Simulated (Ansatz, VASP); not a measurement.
# One calculation of Rh, two programs

```
Rh
1.0
     0.00000    1.89785    1.89785
     1.89785    0.00000    1.89785
     1.89785    1.89785    0.00000
Rh
1
Cartesian
  0.0000 0.0000 0.0000
```

Alike in both runs: task single point; functional r2SCAN; k mesh 18 × 18 × 18; occupations gaussian, width 0.1 eV; no spin polarisation.

|  | VASP | Ansatz |
| --- | --- | --- |
| version | VASP 6.6.1 | Ansatz 0.2.0 |
| potentials or method | VASP PAW PBE potentials, release 64 (Rh_pv), cutoff 550 eV | scalar-relativistic, plane waves, PAW |
| valence electrons in the cell | 15 | 17 |

Ansatz gave:

```
gap on the k mesh at the Fermi level (eV) : none
pressure (GPa)                            : 0.9
```

Problem. Which values does VASP return?

Solution. gap on the k mesh at the Fermi level (eV): none; pressure (GPa): 2.1.

VASP's potentials were made for PBE, not for r2SCAN. A gap of «none» marks a metal or a gap that the smearing closes. VASP's potentials hold 15 valence electrons a cell and Ansatz's 17, so a difference there can come from the potentials and not from the codes.
